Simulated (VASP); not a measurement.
A run of VASP 6.6.1 is set up as follows.

The input INCAR:

```
ALGO = Normal ; EDIFF = 1E-6
ENCUT = 520 ; GGA = PE
ISIF = 2 ; ISMEAR = 0
LASPH = T ; LCHARG = F
LREAL = F ; LWAVE = F
NBANDS = 35 ; NELM = 80
PREC = Accurate ; SIGMA = 0.02
```

KPOINTS

```
k-points
0
Gamma
  6 6 8
```

The input POSCAR:

```
SnO2
1.0
    4.8271899948      0.0000000000      0.0000000000
    0.0000000000      4.8271899948      0.0000000000
    0.0000000000      0.0000000000      3.2381523514
Sn O
2 4
Direct
    0.5000000000      0.5000000000      0.5000000000
    0.0000000000      0.0000000000      0.0000000000
    0.1934234795      0.8065765205      0.5000000000
    0.8065765205      0.1934234795      0.5000000000
    0.3065765205      0.3065765205      0.0000000000
    0.6934234795      0.6934234795      0.0000000000
```

Potentials or basis: VASP PAW PBE potentials, release 64 (Sn_d, O).

The run is started by

```sh
$ cat potpaw_PBE.64/Sn_d/POTCAR potpaw_PBE.64/O/POTCAR > POTCAR
$ mpirun -np 1 vasp_std > vasp.out
```

(1) What does it give for the pressure?

(2) Estimate the largest force.

Answers

(1) 0.6 GPa.

(2) 0.017 eV/Å.
